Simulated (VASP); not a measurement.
Here is a VASP 6.6.1 calculation.

File INCAR:

```
  ALGO = Normal
  EDIFF = 1E-6
  ENCUT = 520
  GGA = PE
  ISIF = 2
  ISMEAR = 0
  IVDW = 12
  LASPH = True
  LCHARG = False
  LREAL = False
  LWAVE = False
  NBANDS = 22
  NELM = 80
  PREC = Accurate
  SIGMA = 0.02
```

Contents of KPOINTS:

```
k-points
0
Gamma
  8 8 4
```

POSCAR

```
Br
1.0
    3.4940214947     -2.0757480419      0.0000000000
    3.4940214947      2.0757480419      0.0000000000
    0.0000000000      0.0000000000      8.5728381500
Br
4
Direct
    0.1509776077      0.8490223923      0.1191043518
    0.6509776077      0.3490223923      0.3808956482
    0.8490223923      0.1509776077      0.8808956482
    0.3490223923      0.6509776077      0.6191043518
```

Potentials or basis: VASP PAW PBE potentials, release 64 (Br).

The run is started by

```bash
$ cat potpaw_PBE.64/Br/POTCAR > POTCAR
$ mpirun -np 1 vasp_std > vasp.out
```

Problem. Estimate the largest force.

Solution. 0.009 eV/Å.

Problem. Predict the dispersion energy per atom.

Solution. -0.232 eV.

Problem. Estimate the pressure.

Solution. 0.0 GPa.

Forces on the atoms (eV/Å):
```
Br   0.000 -0.005  0.008
Br   0.000 -0.005 -0.008
Br   0.000  0.005 -0.008
Br   0.000  0.005  0.008
```
